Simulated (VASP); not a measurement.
A run of VASP 6.6.1 is set up as follows.

File INCAR:

```
SYSTEM = KCl
PREC     = Accurate       ! precision mode
ENCUT    = 600            ! plane-wave cutoff, eV
EDIFF    = 1E-6           ! SCF threshold, eV
ISMEAR   = -1             ! smearing method
SIGMA    = 0.02           ! smearing width, eV
LREAL    = .False.        ! projectors in reciprocal space
LASPH    = .True.         ! aspherical terms in the spheres
NELM     = 80             ! most SCF steps
ALGO     = Normal         ! electronic algorithm
ISIF     = 3              ! what is computed and relaxed
LWAVE    = .False.        ! write WAVECAR
LCHARG   = .False.        ! write CHGCAR
GGA      = PE             ! functional
IBRION   = 2              ! ionic algorithm
NSW      = 80             ! ionic steps
EDIFFG   = -0.005         ! ionic threshold
```

File KPOINTS:

```
regular mesh
0
Gamma
  6 6 6
  0 0 0
```

Contents of POSCAR:

```
KCl
1.0
    0.0000000000      3.1418713000      3.1418713000
    3.1418713000      0.0000000000      3.1418713000
    3.1418713000      3.1418713000      0.0000000000
K Cl
1 1
Direct
    0.0000000000      0.0000000000      0.0000000000
    0.5000000000      0.5000000000      0.5000000000
```

Potentials or basis: VASP PAW PBE potentials, release 64 (K_sv, Cl).

Run with:

```bash
$ cat potpaw_PBE.64/K_sv/POTCAR potpaw_PBE.64/Cl/POTCAR > POTCAR
$ mpirun -np 1 vasp_std > vasp.out
```

Task: Predict the space group after relaxing (to 0.1 Å).

Result: Fm-3m (No. 225).

Task: Predict the relaxed volume.

Result: 32.58 Å³/atom.

Step by step:
```csv
step,energy change (eV),largest force (eV/Å),pressure (GPa),volume (Å³)
1,0.0000,0.0000,0.91,62.03
2,-0.0065,0.0000,0.41,63.62
3,-0.0084,0.0000,-0.01,65.15
```
